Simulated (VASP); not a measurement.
Input of a VASP 6.6.1 run:

Contents of POSCAR:

```
RbBr
1.0
    0.0000000000      3.4608318259      3.4608318259
    3.4608318259      0.0000000000      3.4608318259
    3.4608318259      3.4608318259      0.0000000000
Rb Br
1 1
Direct
    0.0000000000      0.0000000000      0.0000000000
    0.5000000000      0.5000000000      0.5000000000
```

File INCAR.step1:

```
PREC = Accurate
ENCUT = 520
EDIFF = 1E-5
ISMEAR = 0
SIGMA = 0.01
LREAL = False
LASPH = True
NELM = 150
ALGO = Normal
ISIF = 2
LWAVE = True
LCHARG = False
MAGMOM = 0 0 0 0 0 0
LORBIT = 11
LSORBIT = True
GGA_COMPAT = False
LORBMOM = True
GGA = PE
NBANDS = 28
KPAR = 4
```

INCAR.step2

```
PREC = Accurate
ENCUT = 520
EDIFF = 1E-7
ISMEAR = 0
SIGMA = 0.01
LREAL = False
LASPH = True
NELM = 150
ALGO = Normal
ISIF = 2
LWAVE = False
LCHARG = False
MAGMOM = 0 0 0 0 0 0
LORBIT = 11
LSORBIT = True
GGA_COMPAT = False
LORBMOM = True
GGA = PE
LHFCALC = True
HFSCREEN = 0.2079
PRECFOCK = Normal
ISTART = 1
NBANDS = 28
KPAR = 4
```

The input KPOINTS:

```
Automatic mesh
0
Gamma
  4 4 4
```

Potentials or basis: VASP PAW PBE potentials, release 64 (Rb_sv, Br).

Command:

```bash
$ cat potpaw_PBE.64/Rb_sv/POTCAR potpaw_PBE.64/Br/POTCAR > POTCAR
$ cp INCAR.step1 INCAR
$ mpirun -np 4 vasp_ncl > vasp.out
$ cp INCAR.step2 INCAR
$ mpirun -np 4 vasp_ncl > vasp.out
```

Q: Predict the net moment.

A: 0.00 μB per cell.

Q: Estimate the pressure.

A: 0.3 GPa.

Moments on the atoms (μB; x, y, z):
```
Rb  0.00 0.00 0.00
Br  0.00 0.00 0.00
```

Caveat: the k points lie up to 0.39 Å⁻¹ apart; the PAW data sets were made with another functional, which shifts forces and pressure a little.
